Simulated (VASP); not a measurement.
# Al (I4/mmm) in VASP: a series of runs

Runs on Al. Level: PBEsol+D3(BJ). Tasks: single point.

Everything below comes from runs of VASP 6.6.1. Logs are shortened: lines on timing, memory, paths and dates and some standing lists are left out, and cuts for length are marked.

**1. The cell of the first run**

Symmetry: I4/mmm, No. 139, tetragonal system. The conventional cell has a = 2.819 Å, b = 2.819 Å, c = 3.927 Å, α = 90.00°, β = 90.00°, γ = 90.00°. Al (site symmetry 4/mmm) has 12 Al at 2.80 to 2.82 Å within 3.7 Å.

**2. Single point, PBEsol+D3(BJ) (strain -0.015 along x and y, -0.030 along z)**

INCAR

```
  ALGO = Normal
  EDIFF = 1E-6
  ENCUT = 520
  GGA = PS
  ISIF = 2
  ISMEAR = 0
  IVDW = 12
  LASPH = True
  LCHARG = True
  LELF = True
  LREAL = False
  LVHAR = True
  LWAVE = False
  NBANDS = 8
  NELM = 80
  PREC = Accurate
  SIGMA = 0.15
```

KPOINTS

```
k-points
0
Gamma
  20 20 20
```

POSCAR

```
Al
1.0
    0.0000000000      1.9936203000      1.9632606000
    1.9936203000      0.0000000000      1.9632606000
    1.9936203000      1.9936203000      0.0000000000
Al
1
Direct
    0.0000000000      0.0000000000      0.0000000000
```

Potentials or basis: VASP PAW PBE potentials, release 64 (Al).

The run is started by

```
cat potpaw_PBE.64/Al/POTCAR > POTCAR
mpirun -np 1 vasp_std > vasp.out
```

OUTCAR:

```text
EDIFF = 1E-6
   ENCUT = 520
   GGA = PS
   ISIF = 2
   ISMEAR = 0
   IVDW = 12
   LASPH = True
   LREAL = False
   NELM = 80
   PREC = Accurate
 IVDW          = 12

 ion  position               nearest neighbor table
   1  0.000  0.000  0.000-

  LATTYP: Found a body centered tetragonal cell.
 ALAT       =     2.8194048665
 C/A-ratio  =     1.3926773152

  Lattice vectors:

 A1 = (   0.0000000000,  -1.9936203000,  -1.9632606000)
 A2 = (   0.0000000000,   1.9936203000,  -1.9632606000)
 A3 = (   1.9936203000,   0.0000000000,   1.9632606000)

Analysis of symmetry for initial positions (statically):
=====================================================================
 Subroutine PRICEL returns:
 Original cell was already a primitive cell.

 Routine SETGRP: Setting up the symmetry group for a
 body centered tetragonal supercell.

 Subroutine GETGRP returns: Found 16 space group operations
 (whereof 16 operations were pure point group operations)
 out of a pool of 16 trial point group operations.

The static configuration has the point symmetry D_4h.

Analysis of symmetry for dynamics (positions and initial velocities):
=====================================================================
 Subroutine PRICEL returns:
 Original cell was already a primitive cell.

 Routine SETGRP: Setting up the symmetry group for a
 body centered tetragonal supercell.

 Subroutine GETGRP returns: Found 16 space group operations
 (whereof 16 operations were pure point group operations)
 out of a pool of 16 trial point group operations.

The dynamic configuration has the point symmetry D_4h.

 Subroutine INISYM returns: Found 16 space group operations
 (whereof 16 operations are pure point group operations),
 and found     1 'primitive' translations

----------------------------------------------------------------------------------------

                                     Primitive cell

  volume of cell :      15.6060

  direct lattice vectors                    reciprocal lattice vectors
     0.000000000  1.993620300  1.963260600    -0.250800014  0.250800014  0.254678365
     1.993620300  0.000000000  1.963260600     0.250800014 -0.250800014  0.254678365
     1.993620300  1.993620300  0.000000000     0.250800014  0.250800014 -0.254678365

  length of vectors
     2.798019672  2.798019672  2.819404866     0.436649017  0.436649017  0.436649017

  position of ions in fractional coordinates (direct lattice)
     0.000000000  0.000000000  0.000000000

  ion indices of the primitive-cell ions
   primitive index   ion index
                 1           1

----------------------------------------------------------------------------------------

 KPOINTS: k-points

Automatic generation of k-mesh.
 Grid dimensions read from file:
 generate k-points for:   20   20   20

 Generating k-lattice:

  Cartesian coordinates                     Fractional coordinates (reciprocal lattice)
    -0.012540001  0.012540001  0.012733918     0.050000000  0.000000000  0.000000000
     0.012540001 -0.012540001  0.012733918     0.000000000  0.050000000  0.000000000
     0.012540001  0.012540001 -0.012733918     0.000000000  0.000000000  0.050000000

  Length of vectors
     0.021832451  0.021832451  0.021832451

  Shift w.r.t. Gamma in fractional coordinates (k-lattice)
     0.000000000  0.000000000  0.000000000

 Subroutine IBZKPT returns following result:
 ===========================================

 Found    641 irreducible k-points:

 Following reciprocal coordinates:
            Coordinates               Weight
  0.000000  0.000000  0.000000      1.000000
  0.050000  0.000000  0.000000      8.000000
  0.100000  0.000000  0.000000      8.000000
  0.150000  0.000000  0.000000      8.000000
  0.200000  0.000000  0.000000      8.000000
  0.250000  0.000000  0.000000      8.000000
[... 16 lines left out ...]
 -0.400000  0.050000  0.000000      8.000000
 -0.350000  0.050000  0.000000      8.000000
 [... further k-points ...]
   k-points           NKPTS =    641   k-points in BZ     NKDIM =    641   number of bands    NBANDS=      8
   number of dos      NEDOS =    301   number of ions     NIONS =      1
   total plane-waves  NPLWV =  13824
   dimension x,y,z NGX =    24 NGY =   24 NGZ =   24
   dimension x,y,z NGXF=    48 NGYF=   48 NGZF=   48
   ions per type =               1
   NGX,Y,Z   is equivalent  to a cutoff of  14.26, 14.26, 14.15 a.u.
   NGXF,Y,Z  is equivalent  to a cutoff of  28.52, 28.52, 28.30 a.u.
 SYSTEM =  unknown system
   PREC   = accura    normal or accurate (medium, high low for compatibility)
   ISTART =      0    job   : 0-new  1-cont  2-samecut
   ICHARG =      2    charge: 1-file 2-atom 10-const
   ISPIN  =      1    spin polarized calculation?
   LNONCOLLINEAR =      F non collinear calculations
   LSORBIT =      F    spin-orbit coupling
   LASPH  =      T    aspherical Exc in radial PAW
   ENCUT  =  520.0 eV  38.22 Ry    6.18 a.u.   5.20  5.20  5.24*2*pi/ulx,y,z
   NELM   =     80;   NELMIN=  2; NELMDL= -5     # of ELM steps
   EDIFF  = 0.1E-05   stopping-criterion for ELM
   LREAL  =      F    real-space projection
   EDIFFG = 0.1E-04   stopping-criterion for IOM
   NSW    =      0    number of steps for IOM
   IBRION =     -1    ionic relax: 0-MD 1-quasi-New 2-CG
   NFREE  =      0    steps in history (QN), initial steepest desc. (CG)
   ISIF   =      2    stress and relaxation
   ISYM   =      2    0-nonsym 1-usesym 2-fastsym
   POTIM  = 0.5000    time-step for ionic-motion
   TEBEG  =    0.0;   TEEND  =   0.0 temperature during run
   PSTRESS=    0.0 pullay stress
   NELECT =       3.0000    total number of electrons
   NUPDOWN=      -1.0000    fix difference up-down
   EMIN   =  10.00;   EMAX   =-10.00  energy-range for DOS
   EFERMI =   0.00;   METHOD = LEGACY
   ISMEAR =     0;   SIGMA  =   0.15  broadening in eV -4-tet -1-fermi 0-gaus
   EFERMI_NEDOS =   21; number of points for ismear=-14 and -15
   IALGO  =     38    algorithm
   IMIX   =      4    mixing-type and parameters
     AMIX     =   0.40;   BMIX     =  1.00
     AMIX_MAG =   1.60;   BMIX_MAG =  1.00
  volume/ion in A,a.u.               =      15.61       105.31
  Fermi-wavevector in a.u.,A,eV,Ry     =   0.944824  1.785459 12.145820  0.892693
  Thomas-Fermi vector in A             =   2.072666
   LORBIT       =      0    0 simple, 1 ext, 2 COOP (PROOUT), +10 PAW based schemes
   GGA     = PS    functional components
   LHFCALC =     F    Hartree Fock is set to
   AEXX    =    0.0000 exact exchange contribution
   IVDW    =    12    specifies the selected vdW correction
   LEPSILON=     F    determine dielectric tensor
   LRPA    =     F    only Hartree local field effects (RPA)
 non-spin polarized calculation
 Gauss-broadening in eV      SIGMA  =   0.15
  energy-cutoff  :      520.00
  volume of cell :       15.61
 maximum number of plane-waves:       436
 NGX is ok and might be reduce to    24
   NGX = 11   NGY = 11   NGZ = 11

 number of electron       3.0000000 magnetization

 Free energy of the ion-electron system (eV)
  ---------------------------------------------------
  ext. energy  EPLUGINS =         0.00000000
  ---------------------------------------------------
  free energy    TOTEN  =        -4.08816350 eV

  energy without entropy =       -4.08380981  energy(sigma->0) =       -4.08598666

 E-fermi :   8.5763     XC(G=0): -10.4618

 val. band max:        8.5606977568   @ k =  -0.3500   0.0000   0.3500
 cond. band min:       8.5808105884   @ k =  -0.4000   0.1000   0.4000
 fundamental gap:      0.0201128316
 Fermi energy:         8.5763046272

 k-point     1 :       0.0000    0.0000    0.0000
  band No.  band energies     occupation
      1      -2.9782      2.00000
      2      21.3944      0.00000
      3      21.3944      0.00000
      4      21.5640      0.00000
      5      23.3387      0.00000
      6      23.3901      0.00000
      7      23.3901      0.00000
      8      25.4408      0.00000

 k-point     2 :       0.0500    0.0000    0.0000
  band No.  band energies     occupation
      1      -2.9077      2.00000
      2      20.1766      0.00000
      3      21.1707      0.00000
      4      21.2917      0.00000
      5      23.6823      0.00000
      6      23.7246      0.00000
      7      23.8353      0.00000
      8      26.2046      0.00000

 k-point     3 :       0.1000    0.0000    0.0000
  band No.  band energies     occupation
      1      -2.6964      2.00000
      2      18.1549      0.00000
      3      20.7375      0.00000
      4      20.8728      0.00000
      5      23.8985      0.00000
      6      24.4327      0.00000
      7      24.4714      0.00000
      8      26.8937      0.00000

 k-point     4 :       0.1500    0.0000    0.0000
  band No.  band energies     occupation
      1      -2.3449      2.00000
      2      16.0754      0.00000
      3      20.3149      0.00000
      4      20.4743      0.00000
      5      23.7457      0.00000
      6      25.1367      0.00000
      7      25.2592      0.00000
      8      26.1598      0.00000

 k-point     5 :       0.2000    0.0000    0.0000
  band No.  band energies     occupation
      1      -1.8545      2.00000
      2      14.0427      0.00000
      3      19.9708      0.00000
      4      20.1578      0.00000
      5      23.5626      0.00000
      6      24.5018      0.00000
      7      24.9924      0.00000
      8      26.7974      0.00000
[... 177 lines left out ...]
 k-point    22 :      -0.4500    0.0500    0.0000
  band No.  band energies     occupation
      1       3.0627      2.00000
      2       4.9278      2.00000
      3      18.8684      0.00000
      4      19.4525      0.00000
      5      21.0477      0.00000
      6      21.1160      0.00000
      7      24.4355      0.00000
      8      25.6781      0.00000

 k-point    23 :      -0.4000    0.0500    0.0000
  band No.  band energies     occupation
      1       1.8762      2.00000
      2       6.4032      2.00000
      3      18.5826      0.00000
      4      19.9744      0.00000
      5      20.8709      0.00000
      6      21.5869      0.00000
      7      24.1316      0.00000
      8      26.2807      0.00000

 k-point    24 :      -0.3500    0.0500    0.0000
  band No.  band energies     occupation
      1       0.8093      2.00000
      2       8.0030      2.00000
      3      18.4136      0.00000
      4      20.5834      0.00000
      5      20.7713      0.00000
      6      22.2409      0.00000
      7      23.9485      0.00000
      8      26.9824      0.00000

 [... further k-points ...]

------------------------ aborting loop because EDIFF is reached ----------------------------------------

 Edisp (eV)   -0.33594

 E8    (eV) :    -0.2262

  FORCE on cell =-STRESS in cart. coord.  units (eV):
  Direction    XX          YY          ZZ          XY          YZ          ZX
  --------------------------------------------------------------------------------------
  -------------------------------------------------------------------------------------
  Total      -0.03967    -0.03967     0.00876     0.00000     0.00000     0.00000
  in kB      -4.07306    -4.07306     0.89961     0.00000     0.00000     0.00000
  external pressure =       -2.42 kB  Pullay stress =        0.00 kB

 VOLUME and BASIS-vectors are now :
 -----------------------------------------------------------------------------
  energy-cutoff  :      520.00
  volume of cell :       15.61
      direct lattice vectors                 reciprocal lattice vectors
     0.000000000  1.993620300  1.963260600    -0.250800014  0.250800014  0.254678365
     1.993620300  0.000000000  1.963260600     0.250800014 -0.250800014  0.254678365
     1.993620300  1.993620300  0.000000000     0.250800014  0.250800014 -0.254678365

 POSITION                                       TOTAL-FORCE (eV/Angst)
 -----------------------------------------------------------------------------------
      0.00000      0.00000      0.00000        -0.000000      0.000000      0.000000
 -----------------------------------------------------------------------------------
    total drift:                               -0.000000      0.000000      0.000000

  FREE ENERGIE OF THE ION-ELECTRON SYSTEM (eV)
  ---------------------------------------------------
  free  energy   TOTEN  =        -4.4241013870 eV

  energy  without entropy=       -4.4197476925  energy(sigma->0) =       -4.42192454
```

Wall time 74 s (1 thread of Intel Xeon 8259CL, shared host); peak memory 0.2 GiB.

What came out:

```yaml
Free_energy: -4.4241 eV
Pressure: -0.2 GPa
Band_gap_on_the_k_mesh: zero (an odd number of electrons rules out a gap without spin polarisation)
Dispersion_energy_per_atom: -0.336 eV
```

Stress tensor (GPa, compression positive):
```
-0.41  0.00  0.00
 0.00 -0.41  0.00
 0.00  0.00  0.09
```

Levels at points of the mesh, in eV from the Fermi level:
| k point | band 1 | band 2 | band 3 | band 4 |
| --- | --- | --- | --- | --- |
| (0.00, 0.00, 0.00) | -11.55 | 12.82 | 12.82 | 12.99 |
| (0.50, 0.00, 0.00) | -4.85 | -4.49 | 11.48 | 11.77 |
| (0.50, 0.50, 0.00) | -2.93 | -1.45 | 5.11 | 5.62 |
| (0.50, 0.00, 0.50) | -3.17 | -1.76 | 5.29 | 5.87 |

Caveat: the cell differs from its parent crystal (strain -0.015 along x and y, -0.030 along z); the PAW data sets were made with another functional, which shifts forces and pressure a little.

**3. Single point, PBEsol+D3(BJ) (strain -0.030 along x and y, +0.015 along z)**

INCAR

```
ALGO = Normal ; EDIFF = 1E-6
ENCUT = 520 ; GGA = PS
ISIF = 2 ; ISMEAR = 0
IVDW = 12 ; LASPH = T
LCHARG = T ; LELF = T
LREAL = F ; LVHAR = T
LWAVE = F ; NBANDS = 8
NELM = 60 ; PREC = Accurate
SIGMA = 0.15
```

KPOINTS is that of step 2.

POSCAR

```
Al
1.0
    0.0000000000      1.9632606000      2.0543397000
    1.9632606000      0.0000000000      2.0543397000
    1.9632606000      1.9632606000      0.0000000000
Al
1
Direct
    0.0000000000      0.0000000000      0.0000000000
```

Potentials or basis: VASP PAW PBE potentials, release 64 (Al).

The run is started by

```
cat potpaw_PBE.64/Al/POTCAR > POTCAR
mpirun -np 1 vasp_std > vasp.out
```

Run time: 67 s. Hardware: 1 thread of Intel Xeon 8259CL, shared host; peak memory 0.2 GiB.

The run converged. Its results:

- Free energy: -4.4192 eV
- Pressure: -1.4 GPa
- Band gap on the k mesh: zero (an odd number of electrons rules out a gap without spin polarisation)
- Dispersion energy per atom: -0.331 eV

Stress tensor (GPa, compression positive):
```
-0.40  0.00  0.00
 0.00 -0.40  0.00
 0.00  0.00 -3.36
```

Levels at points of the mesh, in eV from the Fermi level:
```
           k point  band 1  band 2  band 3  band 4  band 5  band 6
(0.00, 0.00, 0.00)  -11.43   12.49   13.00   13.00   14.58   14.58
(0.50, 0.00, 0.00)   -4.77   -4.44   11.03   11.12   12.14   12.41
(0.50, 0.50, 0.00)   -3.47   -2.26    5.61    6.35    6.35   10.00
(0.50, 0.00, 0.50)   -2.80   -1.32    5.09    5.34    5.66    9.15
```

Caveat: the cell differs from its parent crystal (strain -0.030 along x and y, +0.015 along z); the PAW data sets were made with another functional, which shifts forces and pressure a little.

**4. Single point, PBEsol+D3(BJ) (strain -0.030 along x and y, +0.030 along z)**

INCAR

```
SYSTEM = Al
ALGO     = Normal         ! electronic algorithm
EDIFF    = 1E-6           ! SCF threshold, eV
ENCUT    = 520            ! plane-wave cutoff, eV
GGA      = PS             ! functional
ISIF     = 2              ! what is computed and relaxed
ISMEAR   = 0              ! smearing method
IVDW     = 12             ! dispersion correction
LASPH    = .TRUE.         ! aspherical terms in the spheres
LCHARG   = .FALSE.        ! write CHGCAR
LREAL    = .FALSE.        ! projectors in reciprocal space
LWAVE    = .FALSE.        ! write WAVECAR
NBANDS   = 8              ! bands
NELM     = 80             ! most SCF steps
PREC     = Accurate       ! precision mode
SIGMA    = 0.15           ! smearing width, eV
```

KPOINTS

```
k-points
0
G
  20 20 20
  0 0 0
```

POSCAR

```
Al
1.0
    0.0000000000      1.9632606000      2.0846994000
    1.9632606000      0.0000000000      2.0846994000
    1.9632606000      1.9632606000      0.0000000000
Al
1
Direct
    0.0000000000      0.0000000000      0.0000000000
```

The run is started by

```
cat potpaw_PBE.64/Al/POTCAR > POTCAR
mpirun -np 1 vasp_std > vasp.out
```

Run time: 67 s. Hardware: 1 thread of Intel Xeon 8259CL, shared host; peak memory 0.2 GiB.

Results (log left out):

| Property | Result |
| --- | --- |
| Free energy | -4.4131 eV |
| Pressure | -2.5 GPa |
| Band gap on the k mesh | zero (an odd number of electrons rules out a gap without spin polarisation) |
| Dispersion energy per atom | -0.326 eV |

Stress tensor (GPa, compression positive):
```
-1.18  0.00  0.00
 0.00 -1.18  0.00
 0.00  0.00 -5.02
```

Levels at points of the mesh, in eV from the Fermi level:
```tsv
k point	band 1	band 2	band 3	band 4	band 5	band 6
(0.00, 0.00, 0.00)	-11.31	12.34	13.01	13.01	14.40	14.40
(0.50, 0.00, 0.00)	-4.69	-4.40	10.74	10.78	12.26	12.46
(0.50, 0.50, 0.00)	-3.53	-2.43	5.74	6.48	6.48	10.06
(0.50, 0.00, 0.50)	-2.68	-1.20	5.07	5.16	5.59	8.94
```

Caveat: the cell differs from its parent crystal (strain -0.030 along x and y, +0.030 along z); the PAW data sets were made with another functional, which shifts forces and pressure a little.

**5. Single point, PBEsol+D3(BJ) (strain -0.015 along x and y, +0.000 along z)**

INCAR

```
PREC = Accurate ; ENCUT = 520
EDIFF = 1E-7 ; ISMEAR = 0
SIGMA = 0.15 ; LREAL = False
LASPH = True ; NELM = 80
ALGO = Normal ; ISIF = 2
LWAVE = False ; LCHARG = False
GGA = PS ; IVDW = 12
NBANDS = 8
```

KPOINTS

```
Automatic mesh
0
Gamma
  20 20 20
```

POSCAR

```
Al
1.0
    0.0000000000      1.9936203000      2.0239800000
    1.9936203000      0.0000000000      2.0239800000
    1.9936203000      1.9936203000      0.0000000000
Al
1
Direct
    0.0000000000      0.0000000000      0.0000000000
```

The run is started by

```
cat potpaw_PBE.64/Al/POTCAR > POTCAR
mpirun -np 1 vasp_std > vasp.out
```

Run time: 95 s. Hardware: 1 thread of Intel Xeon 8259CL, shared host; peak memory 0.2 GiB.

It converged, with:

* Free energy: -4.4194 eV
* Pressure: -2.8 GPa
* Band gap on the k mesh: zero (an odd number of electrons rules out a gap without spin polarisation)
* Dispersion energy per atom: -0.326 eV

Stress tensor (GPa, compression positive):
```
-2.62  0.00  0.00
 0.00 -2.62  0.00
 0.00  0.00 -3.14
```

Levels at points of the mesh, in eV from the Fermi level:
```tsv
k point	band 1	band 2	band 3	band 4	band 5
(0.00, 0.00, 0.00)	-11.34	12.59	12.75	12.75	14.37
(0.50, 0.00, 0.00)	-4.73	-4.45	11.33	11.42	11.69
(0.50, 0.50, 0.00)	-3.17	-1.86	5.34	5.86	5.86
(0.50, 0.00, 0.50)	-2.94	-1.55	5.16	5.52	5.63
```

Caveat: the cell differs from its parent crystal (strain -0.015 along x and y, +0.000 along z); the PAW data sets were made with another functional, which shifts forces and pressure a little.

**6. Overview**

```csv
cell,gap on the mesh (eV),pressure (GPa)
"a = 2.798, b = 2.798, c = 2.819 Å, angles 59.7, 59.7, 60.5°, 1 atom",none,-0.2
"a = 2.842, b = 2.842, c = 2.776 Å, angles 60.8, 60.8, 58.5°, 1 atom",none,-1.4
"a = 2.864, b = 2.864, c = 2.776 Å, angles 61.0, 61.0, 58.0°, 1 atom",none,-2.5
"a = 2.841, b = 2.841, c = 2.819 Å, angles 60.3, 60.3, 59.5°, 1 atom",none,-2.8
```

Alike in all rows: task single point; level PBEsol+D3(BJ); potentials or basis VASP PAW PBE potentials, release 64 (Al); no spin polarisation; k mesh 20 × 20 × 20; cutoff (eV) 520; smearing gaussian 0.15 eV.

Caveats: the PAW data sets were made with another functional, which shifts forces and pressure a little.

Total energies depend on the potentials used, so only differences within one code and one set of settings carry meaning.

The gap in the log of VASP goes by the Fermi energy; the results here count the filled bands.